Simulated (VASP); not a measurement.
# TaN in VASP: a series of runs

Runs on TaN. Level: PBE. Tasks: single point.

Program: VASP 6.6.1. These are calculated values, not measurements. Logs are shortened: lines on timing, memory, paths and dates and some standing lists are left out, and cuts for length are marked.

## (1) The cell of the first run

Symmetry: Pm, No. 6, monoclinic system. The conventional cell has a = 2.938 Å, b = 2.883 Å, c = 2.938 Å, α = 90.00°, β = 120.00°, γ = 90.00°. Within 2.9 Å of Ta (site symmetry m) lie 6 N at 2.17 to 2.27 Å and 2 Ta at 2.88 Å. N (site symmetry m) has 6 Ta at 2.17 to 2.27 Å and 2 N at 2.88 Å within 2.9 Å.

## (2) Single point, PBE (atom 1 (Ta) moved by [0.056569, 0.056569, 0.0] A)

The input, INCAR:

```
PREC     = Accurate       # precision mode
ENCUT    = 520            # plane-wave cutoff, eV
EDIFF    = 1E-7           # SCF threshold, eV
ISMEAR   = -1             # smearing method
SIGMA    = 0.02           # smearing width, eV
LREAL    = F              # projectors in reciprocal space
LASPH    = T              # aspherical terms in the spheres
NELM     = 60             # most SCF steps
ALGO     = Normal         # electronic algorithm
ISIF     = 2              # what is computed and relaxed
LWAVE    = F              # write WAVECAR
LCHARG   = F              # write CHGCAR
GGA      = PE             # functional
NBANDS   = 15             # bands
```

The input, KPOINTS:

```
regular mesh
0
Gamma
  12 12 10
```

The input, POSCAR:

```
TaN
1.0
    2.9379988584      0.0000000000      0.0000000000
   -1.4689994292      2.5443816477      0.0000000000
    0.0000000000      0.0000000000      2.8830000000
Ta N
1 1
Direct
    0.3637040488      0.6888995735      0.5000000000
    0.0000000000      0.0000000000      0.0000000000
```

Potentials or basis: VASP PAW PBE potentials, release 64 (Ta_pv, N).

Command:

```
$ cat potpaw_PBE.64/Ta_pv/POTCAR potpaw_PBE.64/N/POTCAR > POTCAR
$ mpirun -np 1 vasp_std > vasp.out
```

OUTCAR:

```text
PREC = Accurate
   ENCUT = 520
   EDIFF = 1E-7
   ISMEAR = -1
   LREAL = F
   LASPH = T
   NELM = 60
   ISIF = 2
   GGA = PE

 ion  position               nearest neighbor table
   1  0.364  0.689  0.500-   2 2.17   2 2.17   2 2.24   2 2.24   2 2.27   2 2.27
   2  0.000  0.000  0.000-   1 2.17   1 2.17   1 2.24   1 2.24   1 2.27   1 2.27

  LATTYP: Found a hexagonal cell.
 ALAT       =     2.9379988584
 C/A-ratio  =     0.9812801635

  Lattice vectors:

 A1 = (   2.9379988584,   0.0000000000,   0.0000000000)
 A2 = (  -1.4689994292,   2.5443816477,   0.0000000000)
 A3 = (   0.0000000000,   0.0000000000,   2.8830000000)

Analysis of symmetry for initial positions (statically):
=====================================================================
 Subroutine PRICEL returns:
 Original cell was already a primitive cell.

 Routine SETGRP: Setting up the symmetry group for a
 hexagonal supercell.

 Subroutine GETGRP returns: Found  2 space group operations
 (whereof  2 operations were pure point group operations)
 out of a pool of 24 trial point group operations.

The static configuration has the point symmetry C_1h.

Analysis of symmetry for dynamics (positions and initial velocities):
=====================================================================
 Subroutine PRICEL returns:
 Original cell was already a primitive cell.

 Routine SETGRP: Setting up the symmetry group for a
 hexagonal supercell.

 Subroutine GETGRP returns: Found  2 space group operations
 (whereof  2 operations were pure point group operations)
 out of a pool of 24 trial point group operations.

The dynamic configuration has the point symmetry C_1h.

 Subroutine INISYM returns: Found  2 space group operations
 (whereof  2 operations are pure point group operations),
 and found     1 'primitive' translations

----------------------------------------------------------------------------------------

                                     Primitive cell

  volume of cell :      21.5516

  direct lattice vectors                    reciprocal lattice vectors
     2.937998858  0.000000000  0.000000000     0.340367729  0.196511400  0.000000000
    -1.468999429  2.544381648  0.000000000     0.000000000  0.393022800  0.000000000
     0.000000000  0.000000000  2.883000000     0.000000000  0.000000000  0.346860909

  length of vectors
     2.937998858  2.937998858  2.883000000     0.393022800  0.393022800  0.346860909

  position of ions in fractional coordinates (direct lattice)
     0.363704049  0.688899574  0.500000000
     0.000000000  0.000000000  0.000000000

  ion indices of the primitive-cell ions
   primitive index   ion index
                 1           1
                 2           2

----------------------------------------------------------------------------------------

 KPOINTS: regular mesh

Automatic generation of k-mesh.
 Grid dimensions read from file:
 generate k-points for:   12   12   10

 Generating k-lattice:

  Cartesian coordinates                     Fractional coordinates (reciprocal lattice)
     0.028363977  0.016375950  0.000000000     0.083333333 -0.000000000  0.000000000
     0.000000000  0.032751900  0.000000000     0.000000000  0.083333333  0.000000000
     0.000000000  0.000000000  0.034686091     0.000000000  0.000000000  0.100000000

  Length of vectors
     0.032751900  0.032751900  0.034686091

  Shift w.r.t. Gamma in fractional coordinates (k-lattice)
     0.000000000  0.000000000  0.000000000

 Subroutine IBZKPT returns following result:
 ===========================================

 Found    444 irreducible k-points:

 Following reciprocal coordinates:
            Coordinates               Weight
  0.000000  0.000000  0.000000      1.000000
  0.083333  0.000000  0.000000      2.000000
  0.000000  0.083333  0.000000      2.000000
 -0.083333  0.083333  0.000000      2.000000
  0.166667  0.000000  0.000000      2.000000
  0.000000  0.166667  0.000000      2.000000
[... 16 lines left out ...]
  0.166667  0.083333  0.000000      2.000000
 -0.083333  0.250000  0.000000      2.000000
 [... further k-points ...]
   k-points           NKPTS =    444   k-points in BZ     NKDIM =    444   number of bands    NBANDS=     15
   number of dos      NEDOS =    301   number of ions     NIONS =      2
   total plane-waves  NPLWV =  13824
   dimension x,y,z NGX =    24 NGY =   24 NGZ =   24
   dimension x,y,z NGXF=    48 NGYF=   48 NGZF=   48
   ions per type =               1   1
   NGX,Y,Z   is equivalent  to a cutoff of  13.58, 13.58, 13.84 a.u.
   NGXF,Y,Z  is equivalent  to a cutoff of  27.16, 27.16, 27.68 a.u.
 SYSTEM =  unknown system
   PREC   = accura    normal or accurate (medium, high low for compatibility)
   ISTART =      0    job   : 0-new  1-cont  2-samecut
   ICHARG =      2    charge: 1-file 2-atom 10-const
   ISPIN  =      1    spin polarized calculation?
   LNONCOLLINEAR =      F non collinear calculations
   LSORBIT =      F    spin-orbit coupling
   LASPH  =      T    aspherical Exc in radial PAW
   ENCUT  =  520.0 eV  38.22 Ry    6.18 a.u.   5.46  5.46  5.36*2*pi/ulx,y,z
   NELM   =     60;   NELMIN=  2; NELMDL= -5     # of ELM steps
   EDIFF  = 0.1E-06   stopping-criterion for ELM
   LREAL  =      F    real-space projection
   EDIFFG = 0.1E-05   stopping-criterion for IOM
   NSW    =      0    number of steps for IOM
   IBRION =     -1    ionic relax: 0-MD 1-quasi-New 2-CG
   NFREE  =      0    steps in history (QN), initial steepest desc. (CG)
   ISIF   =      2    stress and relaxation
   ISYM   =      2    0-nonsym 1-usesym 2-fastsym
   POTIM  = 0.5000    time-step for ionic-motion
   TEBEG  =    0.0;   TEEND  =   0.0 temperature during run
   PSTRESS=    0.0 pullay stress
   NELECT =      16.0000    total number of electrons
   NUPDOWN=      -1.0000    fix difference up-down
   EMIN   =  10.00;   EMAX   =-10.00  energy-range for DOS
   EFERMI =   0.00;   METHOD = LEGACY
   ISMEAR =    -1;   SIGMA  =   0.02  broadening in eV -4-tet -1-fermi 0-gaus
   EFERMI_NEDOS =   21; number of points for ismear=-14 and -15
   IALGO  =     38    algorithm
   IMIX   =      4    mixing-type and parameters
     AMIX     =   0.40;   BMIX     =  1.00
     AMIX_MAG =   1.60;   BMIX_MAG =  1.00
  volume/ion in A,a.u.               =      10.78        72.72
  Fermi-wavevector in a.u.,A,eV,Ry     =   1.482366  2.801265 29.897546  2.197408
  Thomas-Fermi vector in A             =   2.596161
   LORBIT       =      0    0 simple, 1 ext, 2 COOP (PROOUT), +10 PAW based schemes
   GGA     = PE    functional components
[... 5 lines left out ...]
 non-spin polarized calculation
  energy-cutoff  :      520.00
  volume of cell :       21.55
 maximum number of plane-waves:       599
 NGX is ok and might be reduce to    24

 number of electron      15.9999999 magnetization

 Free energy of the ion-electron system (eV)
  ---------------------------------------------------
  ext. energy  EPLUGINS =         0.00000000
  ---------------------------------------------------
  free energy    TOTEN  =       -22.39741186 eV

  energy without entropy =      -22.39729456  energy(sigma->0) =      -22.39735321

 E-fermi :   8.3402     XC(G=0): -13.3440

 val. band max:        8.3070598142   @ k =   0.0000   0.0000   0.4000
 cond. band min:       8.3476973465   @ k =   0.0000   0.0000   0.3000
 fundamental gap:      0.0406375323
 Fermi energy:         8.3402043647

 k-point     1 :       0.0000    0.0000    0.0000
  band No.  band energies     occupation
      1     -26.5937      2.00000
      2     -26.3328      2.00000
      3     -26.3242      2.00000
      4      -9.5289      2.00000
      5       3.5833      2.00000
      6       3.6691      2.00000
      7       4.2017      2.00000
      8       5.3087      2.00000
      9      10.2783      0.00000
     10      11.6372      0.00000
     11      12.1924      0.00000
     12      12.2053      0.00000
     13      12.3389      0.00000
     14      21.3468      0.00000
     15      21.6701      0.00000

 k-point     2 :       0.0833    0.0000    0.0000
  band No.  band energies     occupation
      1     -26.5840      2.00000
      2     -26.4002      2.00000
      3     -26.3487      2.00000
      4      -9.3795      2.00000
      5       3.2544      2.00000
      6       3.7324      2.00000
      7       4.3381      2.00000
      8       5.0756      2.00000
      9      10.6749      0.00000
     10      11.4713      0.00000
     11      12.2049      0.00000
     12      12.2528      0.00000
     13      12.4538      0.00000
     14      21.4432      0.00000
     15      21.6910      0.00000

 k-point     3 :       0.0000    0.0833    0.0000
  band No.  band energies     occupation
      1     -26.5844      2.00000
      2     -26.4055      2.00000
      3     -26.3414      2.00000
      4      -9.3903      2.00000
      5       3.2160      2.00000
      6       3.7838      2.00000
      7       4.3358      2.00000
      8       5.1248      2.00000
      9      10.6847      0.00000
     10      11.6834      0.00000
     11      12.0187      0.00000
     12      12.1127      0.00000
     13      12.4915      0.00000
     14      21.2376      0.00000
     15      21.6505      0.00000

 k-point     4 :      -0.0833    0.0833    0.0000
  band No.  band energies     occupation
      1     -26.5843      2.00000
      2     -26.4046      2.00000
      3     -26.3429      2.00000
      4      -9.3870      2.00000
      5       3.2385      2.00000
      6       3.7329      2.00000
      7       4.3624      2.00000
      8       5.1101      2.00000
      9      10.6970      0.00000
     10      11.5253      0.00000
     11      12.1341      0.00000
     12      12.1570      0.00000
     13      12.5008      0.00000
     14      21.3023      0.00000
     15      21.6574      0.00000
[... 307 lines left out ...]
 k-point    22 :      -0.1667    0.0833    0.0000
  band No.  band energies     occupation
      1     -26.5661      2.00000
      2     -26.5366      2.00000
      3     -26.3801      2.00000
      4      -9.1031      2.00000
      5       2.6500      2.00000
      6       3.8801      2.00000
      7       4.6619      2.00000
      8       4.7023      2.00000
      9      10.6520      0.00000
     10      11.7952      0.00000
     11      12.0805      0.00000
     12      12.3450      0.00000
     13      12.8498      0.00000
     14      21.4767      0.00000
     15      21.6915      0.00000

 k-point    23 :       0.1667    0.0833    0.0000
  band No.  band energies     occupation
      1     -26.7581      2.00000
      2     -26.5349      2.00000
      3     -26.4417      2.00000
      4      -8.6153      2.00000
      5       1.7606      2.00000
      6       4.1511      2.00000
      7       4.2072      2.00000
      8       5.1135      2.00000
      9      10.1617      0.00000
     10      11.7240      0.00000
     11      12.3417      0.00000
     12      13.1466      0.00000
     13      13.4557      0.00000
     14      21.5597      0.00000
     15      21.7519      0.00000

 k-point    24 :      -0.0833    0.2500    0.0000
  band No.  band energies     occupation
      1     -26.7548      2.00000
      2     -26.5371      2.00000
      3     -26.4358      2.00000
      4      -8.6782      2.00000
      5       1.7869      2.00000
      6       4.2190      2.00000
      7       4.3536      2.00000
      8       5.1190      2.00000
      9      10.5962      0.00000
     10      11.4854      0.00000
     11      11.9869      0.00000
     12      13.2267      0.00000
     13      13.2292      0.00000
     14      21.0402      0.00000
     15      21.6326      0.00000

 [... further k-points ...]
[... 5 lines left out ...]
  --------------------------------------------------------------------------------------
  -------------------------------------------------------------------------------------
  Total        0.8701291      0.6438255      1.0338701      0.1548699      0.0000000      0.0000000
  in kB       64.6868095     47.8630336     76.8595871     11.5132804      0.0000000      0.0000000
  external PRESSURE =      63.1364767 kB  Pullay stress =       0.0000000 kB

 VOLUME and BASIS-vectors are now :
 -----------------------------------------------------------------------------
  energy-cutoff  :      520.00
  volume of cell :       21.55
      direct lattice vectors                 reciprocal lattice vectors
     2.937998858  0.000000000  0.000000000     0.340367729  0.196511400  0.000000000
    -1.468999429  2.544381648  0.000000000     0.000000000  0.393022800  0.000000000
     0.000000000  0.000000000  2.883000000     0.000000000  0.000000000  0.346860909

 POSITION                                       TOTAL-FORCE (eV/Angst)
 -----------------------------------------------------------------------------------
      0.05657      1.75282      1.44150        -0.790582     -0.745470      0.000000
      0.00000      0.00000      0.00000         0.790582      0.745470      0.000000
 -----------------------------------------------------------------------------------
    total drift:                               -0.000008      0.000004     -0.000000

  FREE ENERGIE OF THE ION-ELECTRON SYSTEM (eV)
  ---------------------------------------------------
  free  energy   TOTEN  =       -22.3974118586 eV

  energy  without entropy=      -22.3972945599  energy(sigma->0) =      -22.39735321
```

It took 40 s on 1 thread of Intel Xeon 6975P-C (Granite Rapids), shared host; peak memory 0.26 GiB.

Results:

```
Free energy            : -22.3974 eV
Pressure               : 6.3 GPa
Largest force          : 1.087 eV/Å
Band gap on the k mesh : zero (band 8 reaches 8.41 eV, above the bottom of band 9 at 8.16 eV)
```

Forces in eV/Å, atoms in the order of the input:
```
Ta  -0.791 -0.745  0.000
N    0.791  0.745  0.000
```

Stress tensor (GPa, compression positive):
```
6.47 1.15 0.00
1.15 4.79 0.00
0.00 0.00 7.69
```

Levels at points of the mesh, in eV from the Fermi level:
```
           k point  band 6  band 7  band 8  band 9  band 10  band 11
(0.00, 0.00, 0.00)   -4.67   -4.14   -3.03    1.94     3.30     3.85
(0.50, 0.00, 0.00)   -5.52   -3.65   -3.14    2.98     3.91     5.14
(0.00, 0.50, 0.00)   -5.12   -3.91   -2.95    2.85     3.98     4.78
(0.50, 0.50, 0.00)   -5.24   -4.05   -2.77    2.87     3.95     5.09
(0.00, 0.00, 0.50)   -4.26   -3.40   -0.22   -0.18     2.38     2.58
(0.50, 0.00, 0.50)   -6.05   -5.59   -0.74    4.11     5.28     5.97
(0.00, 0.50, 0.50)   -6.45   -5.88   -0.24    3.99     5.25     5.93
(0.50, 0.50, 0.50)   -6.35   -5.77   -0.40    3.93     5.25     5.95
```

Caveat: the cell differs from its parent crystal (atom 1 (Ta) moved by [0.056569, 0.056569, 0.0] A); spin-orbit coupling is left out, which moves the levels of the heavy elements; forces of over 1 eV/Å act on the atoms, so gaps and moduli don't describe the material at rest.

## (3) Single point, PBE (volume scaled by 0.96)

The input, INCAR:

```
PREC = Accurate
ENCUT = 520
EDIFF = 1E-7
ISMEAR = -1
SIGMA = 0.02
LREAL = False
LASPH = True
NELM = 80
ALGO = Normal
ISIF = 2
LWAVE = False
LCHARG = False
GGA = PE
NBANDS = 15
```

The input, KPOINTS:

```
Automatic mesh
0
Gamma
  12 12 10
```

The input, POSCAR:

```
TaN
1.0
    2.8982913036      0.0000000000      0.0000000000
   -1.4491456518      2.5099938965      0.0000000000
    0.0000000000      0.0000000000      2.8440357641
Ta N
1 1
Direct
    0.3333333333      0.6666666667      0.5000000000
    0.0000000000      0.0000000000      0.0000000000
```

Potentials or basis: VASP PAW PBE potentials, release 64 (Ta_pv, N).

Command:

```
$ cat potpaw_PBE.64/Ta_pv/POTCAR potpaw_PBE.64/N/POTCAR > POTCAR
$ mpirun -np 1 vasp_std > vasp.out
```

It took 23 s on 1 thread of Intel Xeon Platinum 8375C at 2.90GHz (Ice Lake), shared host; peak memory 0.17 GiB.

The run converged. Its results:

```yaml
Free_energy: -22.3690 eV
Pressure: 21.5 GPa
Band_gap_on_the_k_mesh: zero (band 8 reaches 9.12 eV, above the bottom of band 9 at 8.59 eV)
```

Stress tensor (GPa, compression positive):
```
20.49  0.00  0.00
 0.00 20.49  0.00
 0.00  0.00 23.62
```

Levels at points of the mesh, in eV from the Fermi level:
```tsv
k point	band 6	band 7	band 8	band 9	band 10	band 11
(0.00, 0.00, 0.00)	-4.86	-4.51	-3.09	2.41	3.67	3.67
(0.50, 0.00, 0.00)	-5.51	-3.76	-3.37	3.08	4.16	5.35
(0.00, 0.00, 0.50)	-4.01	-4.01	-0.20	-0.20	2.42	3.35
(0.50, 0.00, 0.50)	-6.46	-6.03	-0.38	4.35	5.57	6.31
```

Caveat: spin-orbit coupling is left out, which moves the levels of the heavy elements.

## (4) Single point, PBE, non-collinear spin, zero start, spin-orbit coupling

The input, INCAR:

```
ALGO = Normal
EDIFF = 1E-6
ENCUT = 520
GGA = PE
GGA_COMPAT = F
ISIF = 2
ISMEAR = -1
LASPH = T
LCHARG = T
LMAXMIX = 4
LORBIT = 11
LORBMOM = T
LREAL = F
LSORBIT = T
LVHAR = T
LWAVE = F
MAGMOM = 0 0 0 0 0 0
NBANDS = 28
NELM = 150
PREC = Accurate
SIGMA = 0.02
```

The input, KPOINTS:

```
k-points
0
Gamma
  12 12 10
```

The input, POSCAR:

```
TaN
1.0
    2.9379988584      0.0000000000      0.0000000000
   -1.4689994292      2.5443816477      0.0000000000
    0.0000000000      0.0000000000      2.8830000000
Ta N
1 1
Direct
    0.3333333333      0.6666666667      0.5000000000
    0.0000000000      0.0000000000      0.0000000000
```

Command:

```
$ cat potpaw_PBE.64/Ta_pv/POTCAR potpaw_PBE.64/N/POTCAR > POTCAR
$ mpirun -np 1 vasp_ncl > vasp.out
```

Run time: 2.1 min. Hardware: 1 thread of Intel Xeon Platinum 8488C (Sapphire Rapids), shared host; peak memory 0.31 GiB.

It converged, with:

```
Free energy                                           : -23.1080 eV
Pressure                                              : 5.8 GPa
Net moment                                            : 0.00 μB per cell
Valence electrons inside the program's atomic spheres : Ta 9.01; N 3.73
```

Stress tensor (GPa, compression positive):
```
5.41 0.00 0.00
0.00 5.41 0.00
0.00 0.00 6.48
```

Moments on the atoms (μB; x, y, z):
```
Ta  0.00 0.00 0.00
N   0.00 0.00 0.00
```

## (5) The runs side by side

| spin | cell | gap on the mesh (eV) | pressure (GPa) |
| --- | --- | --- | --- |
| off | a = 2.938, b = 2.938, c = 2.883 Å, angles 90.0, 90.0, 120.0°, 2 atoms | none | 6.3 |
| off | a = 2.898, b = 2.898, c = 2.844 Å, angles 90.0, 90.0, 120.0°, 2 atoms | none | 21.5 |
| non-collinear, zero start, SOC | a = 2.938, b = 2.938, c = 2.883 Å, angles 90.0, 90.0, 120.0°, 2 atoms | - | 5.8 |

Some of these runs hold the atoms at other places in the same cell, which the table doesn't show; runs alike in all that it shows share one row.

Alike in all rows: task single point; level PBE; potentials or basis VASP PAW PBE potentials, release 64 (Ta_pv, N); k mesh 12 × 12 × 10; cutoff (eV) 520; smearing fermi-dirac 0.02 eV.

Caveats: spin-orbit coupling is left out, which moves the levels of the heavy elements (some runs); forces of over 1 eV/Å act on the atoms, so gaps and moduli don't describe the material at rest (some runs).

Total energies depend on the potentials used, so only differences within one code and one set of settings carry meaning.
